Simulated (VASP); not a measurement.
# Sn (I4/mmm) in VASP: notebook

Sn is run at these levels: PBEsol; tasks: single point.

Everything below comes from runs of VASP 6.6.1. Logs are shortened: lines on timing, memory, paths and dates and some standing lists are left out, and cuts for length are marked.

**1. The cell of the first run**

The structure is tetragonal, space group I4/mmm (No. 139). The conventional cell has a = 3.789 Å, b = 3.789 Å, c = 3.884 Å, α = 90.00°, β = 90.00°, γ = 90.00°. Sn (site symmetry 4/mmm) has 14 Sn at 3.31 to 3.88 Å within 4.4 Å.

**2. Single point, PBEsol (strain +0.0250 x Voigt [0, 0, 1, 0, 0, 0])**

The input, INCAR:

```
SYSTEM = Sn
PREC     = Accurate       ! precision mode
ENCUT    = 520            ! plane-wave cutoff, eV
EDIFF    = 1E-6           ! SCF threshold, eV
ISMEAR   = 0              ! smearing method
SIGMA    = 0.15           ! smearing width, eV
LREAL    = .FALSE.        ! projectors in reciprocal space
LASPH    = .TRUE.         ! aspherical terms in the spheres
NELM     = 100            ! most SCF steps
ALGO     = Fast           ! electronic algorithm
ISIF     = 2              ! what is computed and relaxed
LWAVE    = .FALSE.        ! write WAVECAR
LCHARG   = .FALSE.        ! write CHGCAR
GGA      = PS             ! functional
NBANDS   = 13             ! bands
```

The input, KPOINTS:

```
regular mesh
0
G
  18 18 18
  0 0 0
```

The input, POSCAR:

```
Sn
1.0
   -1.8946518192      1.8946518192      1.9420181147
    1.8946518192     -1.8946518192      1.9420181147
    1.8946518192      1.8946518192     -1.9420181147
Sn
1
Direct
    0.0000000000      0.0000000000      0.0000000000
```

Potentials or basis: VASP PAW PBE potentials, release 64 (Sn_d).

Launch:

```bash
$ cat potpaw_PBE.64/Sn_d/POTCAR > POTCAR
$ mpirun -np 1 vasp_std > vasp.out
```

OUTCAR:

```text
SYSTEM = Sn
   PREC = Accurate
   ENCUT = 520
   EDIFF = 1E-6
   ISMEAR = 0
   LREAL = .FALSE.
   LASPH = .TRUE.
   NELM = 100
   ISIF = 2
   GGA = PS

 ion  position               nearest neighbor table
   1  0.000  0.000  0.000-

  LATTYP: Found a body centered tetragonal cell.
 ALAT       =     3.7893036384
 C/A-ratio  =     1.0250000000

  Lattice vectors:

 A1 = (  -1.8946518192,   1.8946518192,   1.9420181147)
 A2 = (   1.8946518192,  -1.8946518192,   1.9420181147)
 A3 = (   1.8946518192,   1.8946518192,  -1.9420181147)

Analysis of symmetry for initial positions (statically):
=====================================================================
 Subroutine PRICEL returns:
 Original cell was already a primitive cell.

 Routine SETGRP: Setting up the symmetry group for a
 body centered tetragonal supercell.

 Subroutine GETGRP returns: Found 16 space group operations
 (whereof 16 operations were pure point group operations)
 out of a pool of 16 trial point group operations.

The static configuration has the point symmetry D_4h.

Analysis of symmetry for dynamics (positions and initial velocities):
=====================================================================
 Subroutine PRICEL returns:
 Original cell was already a primitive cell.

 Routine SETGRP: Setting up the symmetry group for a
 body centered tetragonal supercell.

 Subroutine GETGRP returns: Found 16 space group operations
 (whereof 16 operations were pure point group operations)
 out of a pool of 16 trial point group operations.

The dynamic configuration has the point symmetry D_4h.

 Subroutine INISYM returns: Found 16 space group operations
 (whereof 16 operations are pure point group operations),
 and found     1 'primitive' translations

----------------------------------------------------------------------------------------

                                     Primitive cell

  volume of cell :      27.8851

  direct lattice vectors                    reciprocal lattice vectors
    -1.894651819  1.894651819  1.942018115     0.000000000  0.263900731  0.257464128
     1.894651819 -1.894651819  1.942018115     0.263900731  0.000000000  0.257464128
     1.894651819  1.894651819 -1.942018115     0.263900731  0.263900731  0.000000000

  length of vectors
     3.309206157  3.309206157  3.309206157     0.368688721  0.368688721  0.373211993
[... 79 lines left out ...]
   EDIFF  = 0.1E-05   stopping-criterion for ELM
   LREAL  =      F    real-space projection
   EDIFFG = 0.1E-04   stopping-criterion for IOM
   NSW    =      0    number of steps for IOM
   IBRION =     -1    ionic relax: 0-MD 1-quasi-New 2-CG
   NFREE  =      0    steps in history (QN), initial steepest desc. (CG)
   ISIF   =      2    stress and relaxation
   ISYM   =      2    0-nonsym 1-usesym 2-fastsym
   POTIM  = 0.5000    time-step for ionic-motion
   TEBEG  =    0.0;   TEEND  =   0.0 temperature during run
   PSTRESS=    0.0 pullay stress
   NELECT =      14.0000    total number of electrons
   NUPDOWN=      -1.0000    fix difference up-down
   EMIN   =  10.00;   EMAX   =-10.00  energy-range for DOS
   EFERMI =   0.00;   METHOD = LEGACY
   ISMEAR =     0;   SIGMA  =   0.15  broadening in eV -4-tet -1-fermi 0-gaus
   EFERMI_NEDOS =   21; number of points for ismear=-14 and -15
   IALGO  =     68    algorithm
   IMIX   =      4    mixing-type and parameters
     AMIX     =   0.40;   BMIX     =  1.00
     AMIX_MAG =   1.60;   BMIX_MAG =  1.00
  volume/ion in A,a.u.               =      27.89       188.18
  Fermi-wavevector in a.u.,A,eV,Ry     =   1.301148  2.458814 23.034487  1.692987
  Thomas-Fermi vector in A             =   2.432301
   LORBIT       =      0    0 simple, 1 ext, 2 COOP (PROOUT), +10 PAW based schemes
   GGA     = PS    functional components
   LHFCALC =     F    Hartree Fock is set to
   AEXX    =    0.0000 exact exchange contribution
   IVDW    =     0    specifies the selected vdW correction
   LEPSILON=     F    determine dielectric tensor
   LRPA    =     F    only Hartree local field effects (RPA)
 non-spin polarized calculation
 RMM-DIIS sequential band-by-band and
 Gauss-broadening in eV      SIGMA  =   0.15
  energy-cutoff  :      520.00
  volume of cell :       27.89
 maximum number of plane-waves:       765
 NGX is ok and might be reduce to    28
   NGX = 13   NGY = 13   NGZ = 13

 number of electron      13.9999999 magnetization

 Free energy of the ion-electron system (eV)
  ---------------------------------------------------
  ext. energy  EPLUGINS =         0.00000000
  ---------------------------------------------------
  free energy    TOTEN  =        -4.21641615 eV

  energy without entropy =       -4.20976174  energy(sigma->0) =       -4.21308894

 E-fermi :   7.6224     XC(G=0): -10.3858

 val. band max:        7.6198101374   @ k =  -0.4444   0.4444   0.3333
 cond. band min:       7.6428775986   @ k =   0.5000   0.2778   0.0000
 fundamental gap:      0.0230674612
 Fermi energy:         7.6224021740

 k-point     1 :       0.0000    0.0000    0.0000
  band No.  band energies     occupation
      1     -13.8112      2.00000
      2     -13.8112      2.00000
      3     -13.8063      2.00000
      4     -13.6869      2.00000
      5     -13.6744      2.00000
      6      -3.2920      2.00000
      7      15.2535      0.00000
      8      15.3754      0.00000
      9      15.3754      0.00000
     10      19.4858      0.00000
     11      19.8124      0.00000
     12      19.8136      0.00000
     13      20.0348      0.00000
[... 354 lines left out ...]
  band No.  band energies     occupation
      1     -13.8202      2.00000
      2     -13.7943      2.00000
      3     -13.7388      2.00000
      4     -13.6971      2.00000
      5     -13.6807      2.00000
      6      -2.4361      2.00000
      7      10.6736      0.00000
      8      13.1030      0.00000
      9      14.1597      0.00000
     10      17.2644      0.00000
     11      17.6952      0.00000
     12      19.0945      0.00000
     13      21.7603      0.00000

 [... further k-points ...]
[... 5 lines left out ...]
  --------------------------------------------------------------------------------------
  -------------------------------------------------------------------------------------
  Total       -0.5529275     -0.5529275     -0.4505257      0.0000000      0.0000000      0.0000000
  in kB      -31.7692288    -31.7692288    -25.8855878      0.0000000      0.0000000      0.0000000
  external PRESSURE =     -29.8080152 kB  Pullay stress =       0.0000000 kB

 VOLUME and BASIS-vectors are now :
 -----------------------------------------------------------------------------
  energy-cutoff  :      520.00
  volume of cell :       27.89
      direct lattice vectors                 reciprocal lattice vectors
    -1.894651819  1.894651819  1.942018115     0.000000000  0.263900731  0.257464128
     1.894651819 -1.894651819  1.942018115     0.263900731  0.000000000  0.257464128
     1.894651819  1.894651819 -1.942018115     0.263900731  0.263900731  0.000000000

 POSITION                                       TOTAL-FORCE (eV/Angst)
 -----------------------------------------------------------------------------------
      0.00000      0.00000      0.00000        -0.000000      0.000000      0.000000
 -----------------------------------------------------------------------------------
    total drift:                               -0.000000     -0.000000     -0.000000

  FREE ENERGIE OF THE ION-ELECTRON SYSTEM (eV)
  ---------------------------------------------------
  free  energy   TOTEN  =        -4.2164161463 eV

  energy  without entropy=       -4.2097617394  energy(sigma->0) =       -4.21308894
```

stdout:

```text
POSCAR found type information on POSCAR Sn
 POSCAR found :  1 types and       1 ions
 scaLAPACK will be used
 -----------------------------------------------------------------------------
|                                                                             |
|                                                                             |
|     You enforced a specific xc type in the INCAR file but a different       |
|     I HOPE YOU KNOW WHAT YOU ARE DOING!                                     |
|                                                                             |
 -----------------------------------------------------------------------------

 LDA part: xc-table for (Slater+PW92), standard interpolation
 POSCAR, INCAR and KPOINTS ok, starting setup
 FFT: planning ... GRIDC
 FFT: planning ... GRID_SOFT
 FFT: planning ... GRID
 WAVECAR not read
 entering main loop
WARNING in EDDRMM: call to ZHEGV failed, returncode =   8  4     10
WARNING in EDDRMM: call to ZHEGV failed, returncode =   8  4     12
WARNING in EDDRMM: call to ZHEGV failed, returncode =   6  3     11
WARNING in EDDRMM: call to ZHEGV failed, returncode =   6  3     10
```

Wall time 80 s (1 thread of Intel Xeon 6975P-C (Granite Rapids), shared host); peak memory 0.28 GiB.

Results:

| Property | Result |
| --- | --- |
| Free energy | -4.2164 eV |
| Pressure | -3.0 GPa |
| Band gap on the k mesh | zero (band 7 reaches 15.25 eV, above the bottom of band 8 at 5.26 eV) |

Stress tensor (GPa, compression positive):
```
-3.18  0.00  0.00
 0.00 -3.18  0.00
 0.00  0.00 -2.59
```

Caveat: the cell differs from its parent crystal (strain +0.0250 x Voigt [0, 0, 1, 0, 0, 0]); the PAW data sets were made with another functional, which shifts forces and pressure a little; spin-orbit coupling is left out, which moves the levels of the heavy elements.

**3. Single point, PBEsol (strain +0.0500 x Voigt [0, 0, 1, 0, 0, 0])**

The input, INCAR:

```
PREC = Accurate
ENCUT = 520
EDIFF = 1E-7
ISMEAR = 0
SIGMA = 0.15
LREAL = F
LASPH = T
NELM = 100
ALGO = Fast
ISIF = 2
LWAVE = F
LCHARG = F
GGA = PS
NBANDS = 13
```

The input, KPOINTS:

```
regular mesh
0
Gamma
  18 18 18
```

The input, POSCAR:

```
Sn
1.0
   -1.8946518192      1.8946518192      1.9893844102
    1.8946518192     -1.8946518192      1.9893844102
    1.8946518192      1.8946518192     -1.9893844102
Sn
1
Direct
    0.0000000000      0.0000000000      0.0000000000
```

Potentials or basis: VASP PAW PBE potentials, release 64 (Sn_d).

Launch:

```bash
$ cat potpaw_PBE.64/Sn_d/POTCAR > POTCAR
$ mpirun -np 1 vasp_std > vasp.out
```

Run time: 88 s. Hardware: 1 thread of Intel Xeon 6975P-C (Granite Rapids), shared host; peak memory 0.28 GiB.

Results (log left out):

* Free energy: -4.2035 eV
* Pressure: -4.0 GPa
* Band gap on the k mesh: zero (band 7 reaches 14.70 eV, above the bottom of band 8 at 5.07 eV)

Stress tensor (GPa, compression positive):
```
-4.22  0.00  0.00
 0.00 -4.22  0.00
 0.00  0.00 -3.56
```

Levels at points of the mesh, in eV from the Fermi level:
```csv
k point,band 5,band 6,band 7,band 8,band 9,band 10
"(0.00, 0.00, 0.00)",-21.31,-10.76,7.34,7.54,7.54,11.62
"(0.50, 0.00, 0.00)",-21.25,-6.48,-4.23,3.62,5.50,7.91
"(0.50, 0.50, 0.00)",-21.24,-6.19,-4.10,3.07,4.71,7.22
"(0.50, 0.50, 0.50)",-21.26,-2.85,-0.99,-0.14,-0.14,3.70
```

Caveat: the cell differs from its parent crystal (strain +0.0500 x Voigt [0, 0, 1, 0, 0, 0]); the PAW data sets were made with another functional, which shifts forces and pressure a little; spin-orbit coupling is left out, which moves the levels of the heavy elements.
